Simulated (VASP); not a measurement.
Set up this calculation in VASP 6.6.1, as the native input.

- Task: relaxation of cell and atoms
- Functional: PBEsol
- Potentials or basis: VASP PAW PBE potentials, release 64 (Zr_sv, B)
- Cutoff: 600 eV
- k mesh: 6 × 6 × 6
- Occupations: gaussian, width 0.1 eV
- Spin: no spin polarisation
- Dipole correction: no
- Further INCAR settings: ALGO = Normal; EDIFF = 1e-07; IBRION = 2; EDIFFG = -0.05; NSW = 80; ISIF = 3

The structure of ZrB lies in POSCAR:

```
ZrB
1.0
    0.0000000000      2.5529776531      2.5529776531
    2.5529776531      0.0000000000      2.5529776531
    2.5529776531      2.5529776531      0.0000000000
Zr B
1 1
Direct
    0.7500000000      0.7500000000      0.7500000000
    0.0000000000      0.0000000000      0.0000000000
```

One way to write it, as run:

INCAR

```
PREC = Accurate
ENCUT = 600
EDIFF = 1E-7
ISMEAR = 0
SIGMA = 0.1
LREAL = F
LASPH = T
NELM = 100
ALGO = Normal
ISIF = 3
LWAVE = F
LCHARG = F
GGA = PS
IBRION = 2
NSW = 80
EDIFFG = -0.05
```

KPOINTS

```
Automatic mesh
0
Gamma
  6 6 6
```

Potentials or basis: VASP PAW PBE potentials, release 64 (Zr_sv, B).

Launch:

```bash
$ cat potpaw_PBE.64/Zr_sv/POTCAR potpaw_PBE.64/B/POTCAR > POTCAR
$ mpirun -np 1 vasp_std > vasp.out
```

Results of the run:

```yaml
Relaxed_volume: 18.02 Å³/atom
Relaxed_cell: a = 3.708 Å, b = 3.708 Å, c = 3.708 Å, α = 60.00°, β = 60.00°, γ = 60.00°
Space_group_after_relaxing_to_0.05_Å: F-43m (No. 216)
Energy_gained_by_relaxing: 38.4 meV/atom
Ionic_steps: 3
Pressure_after_relaxing: 0.0 GPa
```

Caveat: the PAW data sets were made with another functional, which shifts forces and pressure a little.

Wall time 14 s on 1 thread of Intel(R) Xeon(R) 6975P-C (Granite Rapids) (shared host), peak memory 0.17 GiB.
